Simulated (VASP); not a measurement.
Write the native input for VASP 6.6.1 that does the following.

```
Task                   : single point
Functional             : PBE
Potentials or basis    : VASP PAW PBE potentials, release 64 (Mg, O)
Cutoff                 : 520 eV
k mesh                 : 9 × 9 × 6
Occupations            : gaussian, width 0.05 eV
Spin                   : no spin polarisation
Dipole correction      : no
Further INCAR settings : ALGO = Normal; EDIFF = 1e-07; NBANDS = 16
```

The structure of MgO lies in POSCAR:

```
MgO
1.0
    3.4157000000      0.0000000000      0.0000000000
   -1.7078500000      2.9580829717      0.0000000000
    0.0000000000      0.0000000000      4.1122000000
Mg O
2 2
Direct
    0.6666666667      0.3333333333      0.7500000000
    0.3333333333      0.6666666667      0.2500000000
    0.6666666667      0.3333333333      0.2500000000
    0.3333333333      0.6666666667      0.7500000000
```

The input as run:

INCAR

```
ALGO = Normal ; EDIFF = 1E-7
ENCUT = 520 ; GGA = PE
ISIF = 2 ; ISMEAR = 0
LASPH = True ; LCHARG = True
LELF = True ; LREAL = False
LVHAR = True ; LWAVE = False
NBANDS = 16 ; NELM = 100
PREC = Accurate ; SIGMA = 0.05
```

KPOINTS

```
k-points
0
Gamma
  9 9 6
```

Potentials or basis: VASP PAW PBE potentials, release 64 (Mg, O).

Run with:

```console
$ cat potpaw_PBE.64/Mg/POTCAR potpaw_PBE.64/O/POTCAR > POTCAR
$ mpirun -np 1 vasp_std > vasp.out
```

Results of the run:

```
Pressure               : 13.1 GPa
Band gap on the k mesh : 3.73 eV, direct
```

Wall time 14 s on 1 thread of Intel(R) Xeon(R) 6975P-C (Granite Rapids), on a shared host, peak memory 0.17 GiB.
